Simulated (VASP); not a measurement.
# SiC (F-43m) in VASP: notebook

SiC is run at these levels: PBE; tasks: relaxation of cell and atoms.

All numbers are computed with VASP 6.6.1; they aren't measurements. Logs are shortened: lines on timing, memory, paths and dates and some standing lists are left out, and cuts for length are marked.

**1. The cell of the first run**

The structure is cubic, space group F-43m (No. 216). The conventional cell has a = 4.421 Å, b = 4.421 Å, c = 4.421 Å, α = 90.00°, β = 90.00°, γ = 90.00°. Within 2.5 Å of Si (site symmetry -43m) lie 4 C at 1.91 Å. C (site symmetry -43m) has 4 Si at 1.91 Å within 2.5 Å.

**2. Relaxation of cell and atoms, PBE, target pressure -3 GPa, at which the enthalpy is minimised**

INCAR

```
SYSTEM = SiC
ALGO = Normal ; EDIFF = 1E-6
EDIFFG = -0.008 ; ENCUT = 600
GGA = PE ; IBRION = 2
ISIF = 3 ; ISMEAR = 0
LASPH = .TRUE. ; LCHARG = .FALSE.
LREAL = .FALSE. ; LWAVE = .FALSE.
NELM = 80 ; NSW = 70
PREC = Accurate ; PSTRESS = -30.0
SIGMA = 0.02
```

KPOINTS

```
k-points
0
G
  10 10 10
  0 0 0
```

POSCAR

```
SiC
1.0
    0.0000000000      2.2106432608      2.2106432608
    2.2106432608      0.0000000000      2.2106432608
    2.2106432608      2.2106432608      0.0000000000
Si C
1 1
Direct
    0.2500000000      0.2500000000      0.2500000000
    0.0000000000      0.0000000000      0.0000000000
```

Potentials or basis: VASP PAW PBE potentials, release 64 (Si, C).

Command:

```bash
$ cat potpaw_PBE.64/Si/POTCAR potpaw_PBE.64/C/POTCAR > POTCAR
$ mpirun -np 1 vasp_std > vasp.out
```

OUTCAR:

```text
SYSTEM = SiC
   EDIFF = 1E-6
   EDIFFG = -0.008
   ENCUT = 600
   GGA = PE
   IBRION = 2
   ISIF = 3
   ISMEAR = 0
   LASPH = .TRUE.
   LREAL = .FALSE.
   NELM = 80
   NSW = 70
   PREC = Accurate
   PSTRESS = -30.0

 ion  position               nearest neighbor table
   1  0.250  0.250  0.250-   2 1.91   2 1.91   2 1.91   2 1.91
   2  0.000  0.000  0.000-   1 1.91   1 1.91   1 1.91   1 1.91

  LATTYP: Found a face centered cubic cell.
 ALAT       =     4.4212865216

  Lattice vectors:

 A1 = (   0.0000000000,   2.2106432608,   2.2106432608)
 A2 = (   2.2106432608,   0.0000000000,   2.2106432608)
 A3 = (   2.2106432608,   2.2106432608,   0.0000000000)

Analysis of symmetry for initial positions (statically):
=====================================================================
 Subroutine PRICEL returns:
 Original cell was already a primitive cell.

 Routine SETGRP: Setting up the symmetry group for a
 face centered cubic supercell.

 Subroutine GETGRP returns: Found 24 space group operations
 (whereof 24 operations were pure point group operations)
 out of a pool of 48 trial point group operations.

The static configuration has the point symmetry T_d .

Analysis of symmetry for dynamics (positions and initial velocities):
=====================================================================
 Subroutine PRICEL returns:
 Original cell was already a primitive cell.

 Routine SETGRP: Setting up the symmetry group for a
 face centered cubic supercell.

 Subroutine GETGRP returns: Found 24 space group operations
 (whereof 24 operations were pure point group operations)
 out of a pool of 48 trial point group operations.

The dynamic configuration has the point symmetry T_d .

 Subroutine INISYM returns: Found 24 space group operations
 (whereof 24 operations are pure point group operations),
 and found     1 'primitive' translations

----------------------------------------------------------------------------------------

                                     Primitive cell

  volume of cell :      21.6066

  direct lattice vectors                    reciprocal lattice vectors
     0.000000000  2.210643261  2.210643261    -0.226178511  0.226178511  0.226178511
     2.210643261  0.000000000  2.210643261     0.226178511 -0.226178511  0.226178511
     2.210643261  2.210643261  0.000000000     0.226178511  0.226178511 -0.226178511

  length of vectors
     3.126321681  3.126321681  3.126321681     0.391752672  0.391752672  0.391752672

  position of ions in fractional coordinates (direct lattice)
     0.250000000  0.250000000  0.250000000
     0.000000000  0.000000000  0.000000000

  ion indices of the primitive-cell ions
   primitive index   ion index
                 1           1
                 2           2

----------------------------------------------------------------------------------------

 KPOINTS: k-points

Automatic generation of k-mesh.
 Grid dimensions read from file:
 generate k-points for:   10   10   10

 Generating k-lattice:

  Cartesian coordinates                     Fractional coordinates (reciprocal lattice)
    -0.022617851  0.022617851  0.022617851     0.100000000  0.000000000  0.000000000
     0.022617851 -0.022617851  0.022617851     0.000000000  0.100000000  0.000000000
     0.022617851  0.022617851 -0.022617851     0.000000000  0.000000000  0.100000000

  Length of vectors
     0.039175267  0.039175267  0.039175267

  Shift w.r.t. Gamma in fractional coordinates (k-lattice)
     0.000000000  0.000000000  0.000000000

 Subroutine IBZKPT returns following result:
 ===========================================

 Found     47 irreducible k-points:

 Following reciprocal coordinates:
            Coordinates               Weight
  0.000000  0.000000  0.000000      1.000000
  0.100000  0.000000  0.000000      8.000000
  0.200000  0.000000  0.000000      8.000000
  0.300000  0.000000  0.000000      8.000000
  0.400000  0.000000  0.000000      8.000000
  0.500000  0.000000  0.000000      4.000000
[... 16 lines left out ...]
  0.300000  0.300000  0.000000      6.000000
  0.400000  0.300000  0.000000     24.000000
 [... further k-points ...]
   k-points           NKPTS =     47   k-points in BZ     NKDIM =     47   number of bands    NBANDS=      8
   number of dos      NEDOS =    301   number of ions     NIONS =      2
   total plane-waves  NPLWV =  21952
   dimension x,y,z NGX =    28 NGY =   28 NGZ =   28
   dimension x,y,z NGXF=    56 NGYF=   56 NGZF=   56
   ions per type =               1   1
   NGX,Y,Z   is equivalent  to a cutoff of  14.89, 14.89, 14.89 a.u.
   NGXF,Y,Z  is equivalent  to a cutoff of  29.78, 29.78, 29.78 a.u.
 SYSTEM =  SiC
   PREC   = accura    normal or accurate (medium, high low for compatibility)
   ISTART =      0    job   : 0-new  1-cont  2-samecut
   ICHARG =      2    charge: 1-file 2-atom 10-const
   ISPIN  =      1    spin polarized calculation?
   LNONCOLLINEAR =      F non collinear calculations
   LSORBIT =      F    spin-orbit coupling
   LASPH  =      T    aspherical Exc in radial PAW
   ENCUT  =  600.0 eV  44.10 Ry    6.64 a.u.   6.24  6.24  6.24*2*pi/ulx,y,z
   NELM   =     80;   NELMIN=  2; NELMDL= -5     # of ELM steps
   EDIFF  = 0.1E-05   stopping-criterion for ELM
   LREAL  =      F    real-space projection
   EDIFFG = -.8E-02   stopping-criterion for IOM
   NSW    =     70    number of steps for IOM
   IBRION =      2    ionic relax: 0-MD 1-quasi-New 2-CG
   NFREE  =      1    steps in history (QN), initial steepest desc. (CG)
   ISIF   =      3    stress and relaxation
   ISYM   =      2    0-nonsym 1-usesym 2-fastsym
   POTIM  = 0.5000    time-step for ionic-motion
   TEBEG  =    0.0;   TEEND  =   0.0 temperature during run
   PSTRESS=  -30.0 pullay stress
   NELECT =       8.0000    total number of electrons
   NUPDOWN=      -1.0000    fix difference up-down
   EMIN   =  10.00;   EMAX   =-10.00  energy-range for DOS
   EFERMI =   0.00;   METHOD = LEGACY
   ISMEAR =     0;   SIGMA  =   0.02  broadening in eV -4-tet -1-fermi 0-gaus
   EFERMI_NEDOS =   21; number of points for ismear=-14 and -15
   IALGO  =     38    algorithm
   IMIX   =      4    mixing-type and parameters
     AMIX     =   0.40;   BMIX     =  1.00
     AMIX_MAG =   1.60;   BMIX_MAG =  1.00
  volume/ion in A,a.u.               =      10.80        72.90
  Fermi-wavevector in a.u.,A,eV,Ry     =   1.175555  2.221476 18.802282  1.381929
  Thomas-Fermi vector in A             =   2.311933
   LORBIT       =      0    0 simple, 1 ext, 2 COOP (PROOUT), +10 PAW based schemes
   GGA     = PE    functional components
   LHFCALC =     F    Hartree Fock is set to
   AEXX    =    0.0000 exact exchange contribution
   IVDW    =     0    specifies the selected vdW correction
   LEPSILON=     F    determine dielectric tensor
   LRPA    =     F    only Hartree local field effects (RPA)
 conjugate gradient relaxation of ions
 non-spin polarized calculation
 Gauss-broadening in eV      SIGMA  =   0.02
  energy-cutoff  :      600.00
  volume of cell :       21.61
 maximum number of plane-waves:       736
 NGX is ok and might be reduce to    28
   NGX = 13   NGY = 13   NGZ = 13

--------------------------------------- Ionic step        1  -------------------------------------------

 number of electron       8.0000000 magnetization

 Free energy of the ion-electron system (eV)
  ---------------------------------------------------
  ext. energy  EPLUGINS =         0.00000000
  ---------------------------------------------------
  free energy    TOTEN  =       -15.05112198 eV

  energy without entropy =      -15.05112198  energy(sigma->0) =      -15.05112198

------------------------ aborting loop because EDIFF is reached ----------------------------------------

  FORCE on cell =-STRESS in cart. coord.  units (eV):
  Direction    XX          YY          ZZ          XY          YZ          ZX
  --------------------------------------------------------------------------------------
  -------------------------------------------------------------------------------------
  Total       -0.7896108     -0.7896108     -0.7896108      0.0000000      0.0000000      0.0000000
  in kB      -58.5514496    -58.5514496    -58.5514496      0.0000000      0.0000000      0.0000000
  external PRESSURE =     -28.5514496 kB  Pullay stress =     -30.0000000 kB
[... 61 lines left out ...]
  enthalpy is  TOTEN    =       -15.4562168879 eV   P V=       -0.3934045899

--------------------------------------- Ionic step        3  -------------------------------------------

 number of electron       8.0000000 magnetization

 Free energy of the ion-electron system (eV)
  ---------------------------------------------------
  ext. energy  EPLUGINS =         0.00000000
  ---------------------------------------------------
  free energy    TOTEN  =       -15.05992538 eV

  energy without entropy =      -15.05992538  energy(sigma->0) =      -15.05992538

 E-fermi :   7.9114     XC(G=0): -11.2321

 val. band max:        7.7898293415   @ k =   0.0000   0.0000   0.0000
 cond. band min:       9.1730686016   @ k =   0.5000   0.5000   0.0000
 fundamental gap:      1.3832392600
 Fermi energy:         7.9113956653

 k-point     1 :       0.0000    0.0000    0.0000
  band No.  band energies     occupation
      1      -7.3915      2.00000
      2       7.7898      2.00000
      3       7.7898      2.00000
      4       7.7898      2.00000
      5      13.6903      0.00000
      6      14.9027      0.00000
      7      14.9027      0.00000
      8      14.9027      0.00000
[... 243 lines left out ...]
 k-point    24 :       0.4000    0.3000    0.0000
  band No.  band energies     occupation
      1      -4.3255      2.00000
      2       2.2411      2.00000
      3       4.6957      2.00000
      4       5.2100      2.00000
      5      10.6381      0.00000
      6      13.2969      0.00000
      7      19.1089      0.00000
      8      19.4534      0.00000

 [... further k-points ...]
[... 5 lines left out ...]
  --------------------------------------------------------------------------------------
  -------------------------------------------------------------------------------------
  Total       -0.3979129     -0.3979129     -0.3979129      0.0000000      0.0000000     -0.0000000
  in kB      -29.9451884    -29.9451884    -29.9451884      0.0000000      0.0000000     -0.0000000
  external PRESSURE =       0.0548116 kB  Pullay stress =     -30.0000000 kB
[... 17 lines left out ...]
  FREE ENERGIE OF THE ION-ELECTRON SYSTEM (eV)
  ---------------------------------------------------
  free  energy   TOTEN  =       -15.0599253796 eV

  energy  without entropy=      -15.0599253796  energy(sigma->0) =      -15.05992538

  enthalpy is  TOTEN    =       -15.4585666539 eV   P V=       -0.3986412743

 reached required accuracy - stopping structural energy minimisation
```

Wall time 10 s (1 thread of Intel Xeon 6975P-C (Granite Rapids), shared host); peak memory 0.15 GiB.

Results:

* Free energy: -15.0599 eV
* Relaxed volume: 10.64 Å³/atom
* Relaxed cell: a = 3.111 Å, b = 3.111 Å, c = 3.111 Å, α = 60.00°, β = 60.00°, γ = 60.00°
* Space group after relaxing (to 0.05 Å): F-43m (No. 216)
* Energy change on relaxing (the enthalpy is what falls): -4.4 meV/atom
* Ionic steps: 3
* Pressure after relaxing: -3.0 GPa
* Band gap on the k mesh: 1.38 eV, indirect (least direct gap 4.51 eV)

The path:
```
step  energy change (eV)  largest force (eV/Å)  pressure (GPa)  volume (Å³)
   1              0.0000                0.0000           -5.86        21.61
   2             -0.0117                0.0000           -0.27        21.01
   3             -0.0088                0.0000           -2.99        21.29
```

Final structure:
```cif
data_structure
_symmetry_space_group_name_H-M 'P 1'
_symmetry_Int_Tables_number 1
_cell_length_a 3.1110
_cell_length_b 3.1110
_cell_length_c 3.1110
_cell_angle_alpha 60.000
_cell_angle_beta 60.000
_cell_angle_gamma 60.000
_cell_volume 21.29
loop_
_atom_site_label
_atom_site_type_symbol
_atom_site_fract_x
_atom_site_fract_y
_atom_site_fract_z
_atom_site_occupancy
Si1 Si 0.25000 0.25000 0.25000 1
C1 C 0.00000 0.00000 0.00000 1
```

Levels at points of the mesh, in eV from the valence-band top:
| k point | band 2 | band 3 | band 4 | band 5 | band 6 | band 7 |
| --- | --- | --- | --- | --- | --- | --- |
| (0.00, 0.00, 0.00) | 0.00 | 0.00 | 0.00 | 5.90 | 7.11 | 7.11 |
| (0.50, 0.00, 0.00) | -8.38 | -1.05 | -1.05 | 5.18 | 7.11 | 7.11 |
| (0.50, 0.50, 0.00) | -7.71 | -3.13 | -3.13 | 1.38 | 4.22 | 13.70 |

Caveat: the cell is relaxed towards a set pressure, so the enthalpy falls and the energy may rise.

**3. Relaxation of cell and atoms, PBE, target pressure 60 GPa, at which the enthalpy is minimised**

This run uses another cell than the first one, of 8.66 Å³/atom, 0.801 times its volume.

INCAR

```
ALGO = Normal ; EDIFF = 1E-6
EDIFFG = -0.008 ; ENCUT = 600
GGA = PE ; IBRION = 2
ISIF = 3 ; ISMEAR = 0
LASPH = T ; LCHARG = F
LREAL = F ; LWAVE = F
NELM = 80 ; NSW = 70
PREC = Accurate ; PSTRESS = 600.0
SIGMA = 0.02
```

KPOINTS

```
k-points
0
Gamma
  12 12 12
```

POSCAR

```
SiC
1.0
    0.0000000000      2.0532454651      2.0532454651
    2.0532454651      0.0000000000      2.0532454651
    2.0532454651      2.0532454651      0.0000000000
Si C
1 1
Direct
    0.2500000000      0.2500000000      0.2500000000
    0.0000000000      0.0000000000      0.0000000000
```

Potentials or basis: VASP PAW PBE potentials, release 64 (Si, C).

Command:

```bash
$ cat potpaw_PBE.64/Si/POTCAR potpaw_PBE.64/C/POTCAR > POTCAR
$ mpirun -np 1 vasp_std > vasp.out
```

Run time: 6.6 s. Hardware: 1 thread of Intel Xeon 6975P-C (Granite Rapids), shared host; peak memory 0.13 GiB.

The run converged. Its results:

```yaml
Free_energy: -14.4644 eV
Relaxed_volume: 8.64 Å³/atom
Relaxed_cell: a = 2.902 Å, b = 2.902 Å, c = 2.902 Å, α = 60.00°, β = 60.00°, γ = 60.00°
Space_group_after_relaxing_to_0.05_Å: F-43m (No. 216)
Energy_change_on_relaxing_the_enthalpy_is_what_falls: +6.2 meV/atom
Ionic_steps: 3
Pressure_after_relaxing: 60.0 GPa
Band_gap_on_the_k_mesh: 1.17 eV, indirect (least direct gap 4.69 eV)
```

The path:
| step | energy change (eV) | largest force (eV/Å) | pressure (GPa) | volume (Å³) |
| --- | --- | --- | --- | --- |
| 1 | 0.0000 | 0.0000 | 59.21 | 17.31 |
| 2 | 0.0403 | 0.0000 | 61.82 | 17.21 |
| 3 | 0.0124 | 0.0000 | 60.01 | 17.28 |

Final structure:
```cif
data_structure
_symmetry_space_group_name_H-M 'P 1'
_symmetry_Int_Tables_number 1
_cell_length_a 2.9019
_cell_length_b 2.9019
_cell_length_c 2.9019
_cell_angle_alpha 60.000
_cell_angle_beta 60.000
_cell_angle_gamma 60.000
_cell_volume 17.28
loop_
_atom_site_label
_atom_site_type_symbol
_atom_site_fract_x
_atom_site_fract_y
_atom_site_fract_z
_atom_site_occupancy
Si1 Si 0.25000 0.25000 0.25000 1
C1 C 0.00000 0.00000 0.00000 1
```

Levels at points of the mesh, in eV from the valence-band top:
```csv
k point,band 2,band 3,band 4,band 5,band 6,band 7
"(0.00, 0.00, 0.00)",0.00,0.00,0.00,8.39,8.69,8.69
"(0.50, 0.00, 0.00)",-9.59,-1.08,-1.08,7.15,8.00,8.00
"(0.50, 0.50, 0.00)",-8.42,-3.53,-3.53,1.17,5.01,16.23
```

Caveat: the cell is relaxed towards a set pressure, so the enthalpy falls and the energy may rise. A k mesh can miss the band edges.
